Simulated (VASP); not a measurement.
Set up this calculation in VASP 6.6.1, as the native input.

| Property | Result |
| --- | --- |
| Task | single point |
| Functional | PBE |
| Dispersion | D3(BJ) |
| Potentials or basis | VASP PAW PBE potentials, release 64 (Mo_sv, Te) |
| Cutoff | 520 eV |
| k mesh | 10 × 6 × 4 |
| Occupations | gaussian, width 0.1 eV |
| Spin | no spin polarisation |
| Dipole correction | no |
| Further INCAR settings | ALGO = Fast; EDIFF = 1e-06; NBANDS = 64 |

The structure of Te2Mo lies in POSCAR:

```
Te2Mo
1.0
    3.4699032001      0.0000000000      0.0000000000
    0.0000000000      6.3326660056      0.0000000000
    0.0000000000      0.0000000000     13.2737888585
Mo Te
4 8
Direct
    0.0000000000      0.6045886915      0.5002887474
    0.5000000000      0.3954113085      0.0002887474
    0.0000000000      0.0332266696      0.0149080480
    0.5000000000      0.9667733304      0.5149080480
    0.0000000000      0.8601168029      0.6627728029
    0.5000000000      0.1398831971      0.1627728029
    0.0000000000      0.6428119173      0.1141870901
    0.5000000000      0.3571880827      0.6141870901
    0.0000000000      0.2928601826      0.8525393495
    0.5000000000      0.7071398174      0.3525393495
    0.0000000000      0.2144742588      0.4005039621
    0.5000000000      0.7855257412      0.9005039621
```

One way to write it, as run:

INCAR

```
PREC = Accurate
ENCUT = 520
EDIFF = 1E-6
ISMEAR = 0
SIGMA = 0.1
LREAL = F
LASPH = T
NELM = 60
ALGO = Fast
ISIF = 2
LWAVE = F
LCHARG = T
GGA = PE
IVDW = 12
LELF = T
LVHAR = T
NBANDS = 64
```

KPOINTS

```
regular mesh
0
Gamma
  10 6 4
```

Potentials or basis: VASP PAW PBE potentials, release 64 (Mo_sv, Te).

Command:

```bash
$ cat potpaw_PBE.64/Mo_sv/POTCAR potpaw_PBE.64/Te/POTCAR > POTCAR
$ mpirun -np 1 vasp_std > vasp.out
```

It gave:

```
Pressure                   : 0.0 GPa
Largest force              : 0.014 eV/Å
Band gap on the k mesh     : zero (bands 52 and 53 overlap by 0.46 eV)
Dispersion energy per atom : -0.551 eV
```

Caveat: spin-orbit coupling is left out, which moves the levels of the heavy elements.

Run time: 43 min on 1 thread of Oxide Virtual Turin-like Processor, with other jobs on the host, peak memory 0.99 GiB.
